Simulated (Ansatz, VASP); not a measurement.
## Pd2Pt: VASP beside Ansatz

```
CELL_PARAMETERS angstrom
-1.66715 1.66715 4.19687
1.66715 -1.66715 4.19687
1.66715 1.66715 -4.19687
ATOMIC_POSITIONS crystal
Pd 0.66553 0.66553 0.00000
Pd 0.33447 0.33447 0.00000
Pt 0.00000 0.00000 0.00000
```

Alike in both runs: functional PBE; k mesh 20 × 20 × 20; occupations gaussian, width 0.1 eV; no spin polarisation.

Ansatz relaxed the structure, and its values are those at the end. VASP's run is a single point on that final structure, the one shown.

|  | VASP | Ansatz |
| --- | --- | --- |
| version | VASP 6.6.1 | Ansatz 0.2.0 |
| potentials or method | VASP PAW PBE potentials, release 64 (Pd, Pt), cutoff 520 eV | scalar-relativistic, plane waves, PAW |
| valence electrons in the cell | 30 | 54 |

VASP gave:

```
gap on the k mesh at the Fermi level (eV) : none
pressure (GPa)                            : -0.3
```

Question: Which values does Ansatz return?

Answer: gap on the k mesh at the Fermi level (eV): none; pressure (GPa): 0.0.

A gap of «none» marks a metal or a gap that the smearing closes. VASP's potentials hold 30 valence electrons a cell and Ansatz's 54, so a difference there can come from the potentials and not from the codes.

Spin-orbit coupling is off throughout.
